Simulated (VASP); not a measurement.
# Ti2B2Os (P6/mmm) in VASP: notebook

The runs below take Ti2B2Os through single point, with PBE.

All numbers are computed with VASP 6.6.1; they aren't measurements. Logs are shortened: lines on timing, memory, paths and dates and some standing lists are left out, and cuts for length are marked.

### 1 The cell of the first run

It takes space group P6/mmm (No. 191, hexagonal). The conventional cell has a = 3.545 Å, b = 3.545 Å, c = 5.278 Å, α = 90.00°, β = 90.00°, γ = 120.00°. Within 2.7 Å of Ti (site symmetry -6m2) lie 3 Ti at 2.05 Å and 2 B at 2.64 Å. Within 2.7 Å of B (site symmetry -6m2) lie 3 Os at 2.05 Å and 3 B at 2.05 Å and 2 Ti at 2.64 Å. Within 2.7 Å of Os (site symmetry 6/mmm) lie 6 B at 2.05 Å.

The cell was generated, and may not be a known phase.

### 2 Single point, PBE

Contents of INCAR:

```
ALGO = Normal
EDIFF = 1E-6
ENCUT = 520
GGA = PE
ISIF = 2
ISMEAR = 0
LASPH = True
LCHARG = False
LREAL = False
LWAVE = False
NBANDS = 27
NELM = 100
PREC = Accurate
SIGMA = 0.1
```

Contents of KPOINTS:

```
k-points
0
Gamma
  6 6 4
```

Contents of POSCAR:

```
Ti2B2Os
1.0
    3.5446794200      0.0000000000      0.0000000000
   -1.7723397100      3.0697824300      0.0000000000
    0.0000000000      0.0000000000      5.2778791300
Ti B Os
2 2 1
Direct
    0.3333333300      0.6666666700      0.5000000000
    0.6666666700      0.3333333300      0.5000000000
    0.3333333300      0.6666666700      0.0000000000
    0.6666666700      0.3333333300      0.0000000000
    0.0000000000      0.0000000000      0.0000000000
```

Potentials or basis: VASP PAW PBE potentials, release 64 (Ti_sv, B, Os).

On the command line:

```sh
$ cat potpaw_PBE.64/Ti_sv/POTCAR potpaw_PBE.64/B/POTCAR potpaw_PBE.64/Os/POTCAR > POTCAR
$ mpirun -np 1 vasp_std > vasp.out
```

OUTCAR:

```text
EDIFF = 1E-6
   ENCUT = 520
   GGA = PE
   ISIF = 2
   ISMEAR = 0
   LASPH = True
   LREAL = False
   NELM = 100
   PREC = Accurate

 ion  position               nearest neighbor table
   1  0.333  0.667  0.500-   2 2.05   2 2.05   2 2.05
   2  0.667  0.333  0.500-   1 2.05   1 2.05   1 2.05
   3  0.333  0.667  0.000-   5 2.05   4 2.05   4 2.05   5 2.05   5 2.05   4 2.05
   4  0.667  0.333  0.000-   5 2.05   3 2.05   3 2.05   5 2.05   5 2.05   3 2.05
   5  0.000  0.000  0.000-   3 2.05   4 2.05   4 2.05   3 2.05   4 2.05   3 2.05

  LATTYP: Found a hexagonal cell.
 ALAT       =     3.5446794200
 C/A-ratio  =     1.4889580988

  Lattice vectors:

 A1 = (   3.5446794200,   0.0000000000,   0.0000000000)
 A2 = (  -1.7723397100,   3.0697824300,   0.0000000000)
 A3 = (   0.0000000000,   0.0000000000,   5.2778791300)

Analysis of symmetry for initial positions (statically):
=====================================================================
 Subroutine PRICEL returns:
 Original cell was already a primitive cell.

 Routine SETGRP: Setting up the symmetry group for a
 hexagonal supercell.

 Subroutine GETGRP returns: Found 24 space group operations
 (whereof 24 operations were pure point group operations)
 out of a pool of 24 trial point group operations.

The static configuration has the point symmetry D_6h.

Analysis of symmetry for dynamics (positions and initial velocities):
=====================================================================
 Subroutine PRICEL returns:
 Original cell was already a primitive cell.

 Routine SETGRP: Setting up the symmetry group for a
 hexagonal supercell.

 Subroutine GETGRP returns: Found 24 space group operations
 (whereof 24 operations were pure point group operations)
 out of a pool of 24 trial point group operations.

The dynamic configuration has the point symmetry D_6h.

 Subroutine INISYM returns: Found 24 space group operations
 (whereof 24 operations are pure point group operations),
 and found     1 'primitive' translations

----------------------------------------------------------------------------------------

                                     Primitive cell

  volume of cell :      57.4307

  direct lattice vectors                    reciprocal lattice vectors
     3.544679420  0.000000000  0.000000000     0.282112959  0.162877993  0.000000000
    -1.772339710  3.069782430  0.000000000     0.000000000  0.325755985  0.000000000
     0.000000000  0.000000000  5.277879130     0.000000000  0.000000000  0.189470046

  length of vectors
     3.544679420  3.544679423  5.277879130     0.325755986  0.325755985  0.189470046

  position of ions in fractional coordinates (direct lattice)
     0.333333330  0.666666670  0.500000000
     0.666666670  0.333333330  0.500000000
     0.333333330  0.666666670  0.000000000
     0.666666670  0.333333330  0.000000000
     0.000000000  0.000000000  0.000000000

  ion indices of the primitive-cell ions
   primitive index   ion index
                 1           1
                 2           2
                 3           3
                 4           4
                 5           5

----------------------------------------------------------------------------------------

 KPOINTS: k-points

Automatic generation of k-mesh.
 Grid dimensions read from file:
 generate k-points for:    6    6    4

 Generating k-lattice:

  Cartesian coordinates                     Fractional coordinates (reciprocal lattice)
     0.047018827  0.027146332  0.000000000     0.166666667 -0.000000000  0.000000000
     0.000000000  0.054292664  0.000000000     0.000000000  0.166666667  0.000000000
     0.000000000  0.000000000  0.047367511     0.000000000  0.000000000  0.250000000

  Length of vectors
     0.054292664  0.054292664  0.047367511

  Shift w.r.t. Gamma in fractional coordinates (k-lattice)
     0.000000000  0.000000000  0.000000000

 Subroutine IBZKPT returns following result:
 ===========================================

 Found     21 irreducible k-points:

 Following reciprocal coordinates:
            Coordinates               Weight
  0.000000  0.000000  0.000000      1.000000
  0.166667  0.000000  0.000000      6.000000
  0.333333  0.000000  0.000000      6.000000
  0.500000  0.000000  0.000000      3.000000
  0.166667  0.166667  0.000000      6.000000
  0.333333  0.166667  0.000000     12.000000
[... 13 lines left out ...]
  0.333333  0.166667  0.500000     12.000000
  0.333333  0.333333  0.500000      2.000000
   k-points           NKPTS =     21   k-points in BZ     NKDIM =     21   number of bands    NBANDS=     27
   number of dos      NEDOS =    301   number of ions     NIONS =      5
   total plane-waves  NPLWV =  31360
   dimension x,y,z NGX =    28 NGY =   28 NGZ =   40
   dimension x,y,z NGXF=    56 NGYF=   56 NGZF=   80
   ions per type =               2   2   1
   NGX,Y,Z   is equivalent  to a cutoff of  13.13, 13.13, 12.60 a.u.
   NGXF,Y,Z  is equivalent  to a cutoff of  26.26, 26.26, 25.20 a.u.
 SYSTEM =  unknown system
   PREC   = accura    normal or accurate (medium, high low for compatibility)
   ISTART =      0    job   : 0-new  1-cont  2-samecut
   ICHARG =      2    charge: 1-file 2-atom 10-const
   ISPIN  =      1    spin polarized calculation?
   LNONCOLLINEAR =      F non collinear calculations
   LSORBIT =      F    spin-orbit coupling
   LASPH  =      T    aspherical Exc in radial PAW
   ENCUT  =  520.0 eV  38.22 Ry    6.18 a.u.   6.59  6.59  9.81*2*pi/ulx,y,z
   NELM   =    100;   NELMIN=  2; NELMDL= -5     # of ELM steps
   EDIFF  = 0.1E-05   stopping-criterion for ELM
   LREAL  =      F    real-space projection
   EDIFFG = 0.1E-04   stopping-criterion for IOM
   NSW    =      0    number of steps for IOM
   IBRION =     -1    ionic relax: 0-MD 1-quasi-New 2-CG
   NFREE  =      0    steps in history (QN), initial steepest desc. (CG)
   ISIF   =      2    stress and relaxation
   ISYM   =      2    0-nonsym 1-usesym 2-fastsym
   POTIM  = 0.5000    time-step for ionic-motion
   TEBEG  =    0.0;   TEEND  =   0.0 temperature during run
   PSTRESS=    0.0 pullay stress
   NELECT =      38.0000    total number of electrons
   NUPDOWN=      -1.0000    fix difference up-down
   EMIN   =  10.00;   EMAX   =-10.00  energy-range for DOS
   EFERMI =   0.00;   METHOD = LEGACY
   ISMEAR =     0;   SIGMA  =   0.10  broadening in eV -4-tet -1-fermi 0-gaus
   EFERMI_NEDOS =   21; number of points for ismear=-14 and -15
   IALGO  =     38    algorithm
   IMIX   =      4    mixing-type and parameters
     AMIX     =   0.40;   BMIX     =  1.00
     AMIX_MAG =   1.60;   BMIX_MAG =  1.00
  volume/ion in A,a.u.               =      11.49        77.51
  Fermi-wavevector in a.u.,A,eV,Ry     =   1.426553  2.695795 27.688598  2.035055
  Thomas-Fermi vector in A             =   2.546818
   LORBIT       =      0    0 simple, 1 ext, 2 COOP (PROOUT), +10 PAW based schemes
   GGA     = PE    functional components
   LHFCALC =     F    Hartree Fock is set to
   AEXX    =    0.0000 exact exchange contribution
   IVDW    =     0    specifies the selected vdW correction
   LEPSILON=     F    determine dielectric tensor
   LRPA    =     F    only Hartree local field effects (RPA)
 non-spin polarized calculation
 Gauss-broadening in eV      SIGMA  =   0.10
  energy-cutoff  :      520.00
  volume of cell :       57.43
 maximum number of plane-waves:      1580
 NGX is ok and might be reduce to    28
   NGX = 13   NGY = 13   NGZ = 19

 number of electron      37.9999998 magnetization

 Free energy of the ion-electron system (eV)
  ---------------------------------------------------
  ext. energy  EPLUGINS =         0.00000000
  ---------------------------------------------------
  free energy    TOTEN  =       -33.25033049 eV

  energy without entropy =      -33.21920738  energy(sigma->0) =      -33.23476893

 E-fermi :   9.3732     XC(G=0): -12.4544

 val. band max:        9.3358505853   @ k =   0.3333   0.1667   0.5000
 cond. band min:       9.3799166879   @ k =   0.1667   0.0000   0.5000
 fundamental gap:      0.0440661026
 Fermi energy:         9.3731772090

 k-point     1 :       0.0000    0.0000    0.0000
  band No.  band energies     occupation
      1     -47.6245      2.00000
      2     -45.6699      2.00000
      3     -24.8541      2.00000
      4     -24.8541      2.00000
      5     -23.6552      2.00000
      6     -22.3984      2.00000
[... 19 lines left out ...]
     26      13.4538      0.00000
     27      13.5155      0.00000

 k-point     2 :       0.1667    0.0000    0.0000
  band No.  band energies     occupation
      1     -47.5218      2.00000
      2     -45.8009      2.00000
      3     -24.9455      2.00000
      4     -24.6888      2.00000
      5     -23.5839      2.00000
      6     -22.4759      2.00000
[... 19 lines left out ...]
     26      12.9050      0.00000
     27      12.9259      0.00000

 k-point     3 :       0.3333    0.0000    0.0000
  band No.  band energies     occupation
      1     -47.2506      2.00000
      2     -46.1281      2.00000
      3     -25.1114      2.00000
      4     -24.3134      2.00000
      5     -23.3983      2.00000
      6     -22.6738      2.00000
[... 19 lines left out ...]
     26      13.4577      0.00000
     27      13.6070      0.00000

 k-point     4 :       0.5000    0.0000    0.0000
  band No.  band energies     occupation
      1     -47.0262      2.00000
      2     -46.3803      2.00000
      3     -25.1876      2.00000
      4     -24.0879      2.00000
      5     -23.2478      2.00000
      6     -22.8305      2.00000
[... 19 lines left out ...]
     26      13.9814      0.00000
     27      14.4675      0.00000
[... 426 lines left out ...]
      4     -24.3519      2.00000
      5     -23.4540      2.00000
      6     -22.6161      2.00000
[... 19 lines left out ...]
     26      12.9414      0.00000
     27      14.0677      0.00000

 k-point    20 :       0.3333    0.1667    0.5000
  band No.  band energies     occupation
      1     -47.0266      2.00000
      2     -46.3799      2.00000
      3     -25.2762      2.00000
      4     -23.8682      2.00000
      5     -23.2480      2.00000
      6     -22.8303      2.00000
[... 19 lines left out ...]
     26      14.6780      0.00000
     27      14.7427      0.00000

 k-point    21 :       0.3333    0.3333    0.5000
  band No.  band energies     occupation
      1     -46.7101      2.00000
      2     -46.7101      2.00000
      3     -25.3843      2.00000
      4     -23.1235      2.00000
      5     -23.1235      2.00000
      6     -23.0405      2.00000
[... 19 lines left out ...]
     26      14.7185      0.00000
     27      14.7188      0.00000

------------------------ aborting loop because EDIFF is reached ----------------------------------------

  FORCE on cell =-STRESS in cart. coord.  units (eV):
  Direction    XX          YY          ZZ          XY          YZ          ZX
  --------------------------------------------------------------------------------------
  -------------------------------------------------------------------------------------
  Total       21.7330807     21.7330808     -7.8781621     -0.0000000     -0.0000000     -0.0000000
  in kB      606.3004296    606.3004312   -219.7816844     -0.0000000     -0.0000000     -0.0000000
  external PRESSURE =     330.9397254 kB  Pullay stress =       0.0000000 kB

 VOLUME and BASIS-vectors are now :
 -----------------------------------------------------------------------------
  energy-cutoff  :      520.00
  volume of cell :       57.43
      direct lattice vectors                 reciprocal lattice vectors
     3.544679420  0.000000000  0.000000000     0.282112959  0.162877993  0.000000000
    -1.772339710  3.069782430  0.000000000     0.000000000  0.325755985  0.000000000
     0.000000000  0.000000000  5.277879130     0.000000000  0.000000000  0.189470046

 POSITION                                       TOTAL-FORCE (eV/Angst)
 -----------------------------------------------------------------------------------
     -0.00000      2.04652      2.63894        -0.000000      0.000000      0.000000
      1.77234      1.02326      2.63894         0.000000      0.000000     -0.000000
     -0.00000      2.04652      0.00000        -0.000000      0.000000      0.000000
      1.77234      1.02326      0.00000         0.000000     -0.000000      0.000000
      0.00000      0.00000      0.00000        -0.000000      0.000000      0.000000
 -----------------------------------------------------------------------------------
    total drift:                                0.000000      0.000000      0.000000

  FREE ENERGIE OF THE ION-ELECTRON SYSTEM (eV)
  ---------------------------------------------------
  free  energy   TOTEN  =       -33.2503304893 eV

  energy  without entropy=      -33.2192073773  energy(sigma->0) =      -33.23476893
```

It took 76 s on 1 thread of Intel Xeon 8259CL, shared host; peak memory 0.19 GiB.

Results:

```
Free energy            : -33.2503 eV
Pressure               : 33.1 GPa
Band gap on the k mesh : zero (bands 19 and 20 overlap by 1.70 eV)
```

Stress tensor (GPa, compression positive):
```
 60.63   0.00   0.00
  0.00  60.63   0.00
  0.00   0.00 -21.98
```

Caveat: atoms lie so close that the PAW spheres overlap strongly, which falsifies energies and pressures; the stress differs along the axes, from -22 to 61 GPa; spin-orbit coupling is left out, which moves the levels of the heavy elements.

### 3 Single point, PBE

This run uses another cell than the first one, of 11.96 Å³/atom.

Contents of INCAR:

```
SYSTEM = Ti2B2Os
  PREC = Accurate
  ENCUT = 520
  EDIFF = 1E-6
  ISMEAR = 0
  SIGMA = 0.1
  LREAL = .False.
  LASPH = .True.
  NELM = 80
  ALGO = Normal
  ISIF = 2
  LWAVE = .False.
  LCHARG = .False.
  GGA = PE
  NBANDS = 27
```

Contents of KPOINTS:

```
Automatic mesh
0
Gamma
  6 6 4
  0 0 0
```

Contents of POSCAR:

```
Ti2B2Os
1.0
    3.9691148495      0.0000000000      0.0000000000
   -1.9845574247      3.4373542902      0.0000000000
    0.0000000000      0.0000000000      4.3813949489
Ti B Os
2 2 1
Direct
    0.3333333333      0.6666666667      0.5000000000
    0.6666666667      0.3333333333      0.5000000000
    0.3333333333      0.6666666667      0.0000000000
    0.6666666667      0.3333333333      0.0000000000
    0.0000000000      0.0000000000      0.0000000000
```

Potentials or basis: VASP PAW PBE potentials, release 64 (Ti_sv, B, Os).

On the command line:

```sh
$ cat potpaw_PBE.64/Ti_sv/POTCAR potpaw_PBE.64/B/POTCAR potpaw_PBE.64/Os/POTCAR > POTCAR
$ mpirun -np 1 vasp_std > vasp.out
```

OUTCAR:

```text
SYSTEM = Ti2B2Os
   PREC = Accurate
   ENCUT = 520
   EDIFF = 1E-6
   ISMEAR = 0
   LREAL = .False.
   LASPH = .True.
   NELM = 80
   ISIF = 2
   GGA = PE

 ion  position               nearest neighbor table
   1  0.333  0.667  0.500-   3 2.19   3 2.19   2 2.29   2 2.29   2 2.29
   2  0.667  0.333  0.500-   4 2.19   4 2.19   1 2.29   1 2.29   1 2.29
   3  0.333  0.667  0.000-   1 2.19   1 2.19   5 2.29   5 2.29   5 2.29
   4  0.667  0.333  0.000-   2 2.19   2 2.19   5 2.29   5 2.29   5 2.29
   5  0.000  0.000  0.000-   3 2.29   4 2.29   3 2.29   4 2.29   4 2.29   3 2.29

  LATTYP: Found a hexagonal cell.
[... 828 lines left out ...]
  -------------------------------------------------------------------------------------
  Total        0.1354843      0.1354843     -0.0066818      0.0000000     -0.0000000      0.0000000
  in kB        3.6313603      3.6313603     -0.1790911      0.0000000     -0.0000000      0.0000000
  external PRESSURE =       2.3612099 kB  Pullay stress =       0.0000000 kB

 VOLUME and BASIS-vectors are now :
 -----------------------------------------------------------------------------
  energy-cutoff  :      520.00
  volume of cell :       59.78
      direct lattice vectors                 reciprocal lattice vectors
     3.969114849  0.000000000  0.000000000     0.251945342  0.145460711  0.000000000
    -1.984557425  3.437354290  0.000000000     0.000000000  0.290921423  0.000000000
     0.000000000  0.000000000  4.381394949     0.000000000  0.000000000  0.228237813

 POSITION                                       TOTAL-FORCE (eV/Angst)
 -----------------------------------------------------------------------------------
     -0.00000      2.29157      2.19070        -0.000000      0.000000      0.000000
      1.98456      1.14578      2.19070        -0.000000     -0.000000      0.000000
     -0.00000      2.29157      0.00000         0.000000     -0.000000     -0.000000
      1.98456      1.14578      0.00000         0.000000      0.000000      0.000000
      0.00000      0.00000      0.00000         0.000000      0.000000      0.000000
 -----------------------------------------------------------------------------------
    total drift:                                0.000000      0.000000      0.000000

  FREE ENERGIE OF THE ION-ELECTRON SYSTEM (eV)
  ---------------------------------------------------
  free  energy   TOTEN  =       -36.6662509058 eV

  energy  without entropy=      -36.6291731028  energy(sigma->0) =      -36.64771200
```

OSZICAR:

```text
N       E                     dE             d eps       ncg     rms          rms(c)
DAV:   1     0.416805101453E+03    0.41681E+03   -0.19119E+04  1166   0.163E+03
DAV:   2     0.105151502890E+02   -0.40629E+03   -0.39494E+03  1137   0.485E+02
DAV:   3    -0.370055324961E+02   -0.47521E+02   -0.45856E+02  1979   0.144E+02
DAV:   4    -0.411021964829E+02   -0.40967E+01   -0.40425E+01  1571   0.373E+01
DAV:   5    -0.412924461786E+02   -0.19025E+00   -0.19005E+00  1676   0.676E+00    0.261E+01
DAV:   6    -0.377900191841E+02    0.35024E+01   -0.57932E+01  1562   0.389E+01    0.789E+00
DAV:   7    -0.371223658161E+02    0.66765E+00   -0.11130E+01  1469   0.205E+01    0.635E+00
DAV:   8    -0.366825394563E+02    0.43983E+00   -0.30431E+00  1603   0.103E+01    0.488E+00
DAV:   9    -0.366875838978E+02   -0.50444E-02   -0.48855E-01  1637   0.364E+00    0.974E-01
DAV:  10    -0.366673522383E+02    0.20232E-01   -0.18792E-01  1757   0.203E+00    0.640E-01
DAV:  11    -0.366667207814E+02    0.63146E-03   -0.11482E-02  1347   0.793E-01    0.202E-01
DAV:  12    -0.366662642721E+02    0.45651E-03   -0.30345E-03  1789   0.274E-01    0.660E-02
DAV:  13    -0.366662510071E+02    0.13265E-04   -0.14222E-04  1418   0.963E-02    0.207E-02
DAV:  14    -0.366662496694E+02    0.13376E-05   -0.14714E-05  1550   0.216E-02    0.762E-03
DAV:  15    -0.366662508358E+02   -0.11664E-05   -0.24799E-06  1201   0.124E-02    0.297E-03
DAV:  16    -0.366662509058E+02   -0.69963E-07   -0.35875E-07   738   0.401E-03
   1 F= -.36666251E+02 E0= -.36647712E+02  d E =-.370778E-01
```

Wall time 93 s (1 thread of Intel Xeon 8259CL, shared host); peak memory 0.2 GiB.

Results:

```yaml
Free_energy: -36.6663 eV
Pressure: 0.2 GPa
Band_gap_on_the_k_mesh: zero (bands 19 and 20 overlap by 1.09 eV)
```

Caveat: spin-orbit coupling is left out, which moves the levels of the heavy elements.

The gap in the log of VASP goes by the Fermi energy; the results here count the filled bands.